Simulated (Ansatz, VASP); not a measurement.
**One calculation of In2GeO2, two programs**

```
CELL_PARAMETERS angstrom
4.27069 0.00000 0.00000
-2.13535 3.69853 0.00000
0.00000 0.00000 5.36385
ATOMIC_POSITIONS crystal
In 0.66667 0.33333 0.77232
In 0.33333 0.66667 0.50779
Ge 0.33333 0.66667 0.01859
O 0.66667 0.33333 0.26384
O 0.00000 0.00000 0.68746
```

Change from the starting cell: species swapped into the Sn2Pd2Au type (P3m1, No. 156).

Alike in both runs: task single point; functional PBE; k mesh 6 × 6 × 4; occupations gaussian, width 0.1 eV; no spin polarisation.

|  | VASP | Ansatz |
| --- | --- | --- |
| version | VASP 6.6.1 | Ansatz 0.2.0 |
| potentials or method | VASP PAW PBE potentials, release 64 (In_d, Ge_d, O), cutoff 520 eV | scalar-relativistic, plane waves, PAW |
| valence electrons in the cell | 52 | 52 |

Ansatz gave:

| Quantity | Value |
| --- | --- |
| gap on the k mesh at the Fermi level (eV) | none |
| pressure (GPa) | 4.7 |
| traceless stress, the component that is largest in VASP (GPa) | 0.69 |
| rms of the force components (eV/Å) | 0.707 |

Estimate VASP's values.

gap on the k mesh at the Fermi level (eV): none; pressure (GPa): 4.7; traceless stress, the component that is largest in VASP (GPa): 0.67; rms of the force components (eV/Å): 0.708.

Atom by atom the forces differ by 0.002 eV/Å (rms over components). A gap of «none» marks a metal or a gap that the smearing closes.
